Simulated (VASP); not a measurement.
A run of VASP 6.6.1:

File INCAR:

```
SYSTEM = KF
PREC = Accurate ; ENCUT = 520
EDIFF = 1E-7 ; ISMEAR = 0
SIGMA = 0.01 ; LREAL = .FALSE.
LASPH = .TRUE. ; NELM = 60
ALGO = Normal ; ISIF = 2
LWAVE = .FALSE. ; LCHARG = .TRUE.
GGA = PE ; LELF = .TRUE.
LVHAR = .TRUE. ; NBANDS = 15
```

Contents of KPOINTS:

```
regular mesh
0
G
  8 8 8
  0 0 0
```

The input POSCAR:

```
KF
1.0
    0.0000000000      2.6589612452      2.6589612452
    2.6589612452      0.0000000000      2.6589612452
    2.6589612452      2.6589612452      0.0000000000
K F
1 1
Direct
    0.0000000000      0.0000000000      0.0000000000
    0.5000000000      0.5000000000      0.5000000000
```

Potentials or basis: VASP PAW PBE potentials, release 64 (K_sv, F).

Run with:

```sh
$ cat potpaw_PBE.64/K_sv/POTCAR potpaw_PBE.64/F/POTCAR > POTCAR
$ mpirun -np 1 vasp_std > vasp.out
```

Hardware: 1 thread of AMD EPYC 7R13 Processor (Zen 3) (shared host).

Question: How long does it take, and how much memory?

Answer: Wall time 17 s on 1 thread of AMD EPYC 7R13 Processor (Zen 3), on a shared host, peak memory 0.13 GiB. Counts: scf iterations 14, k points 29.
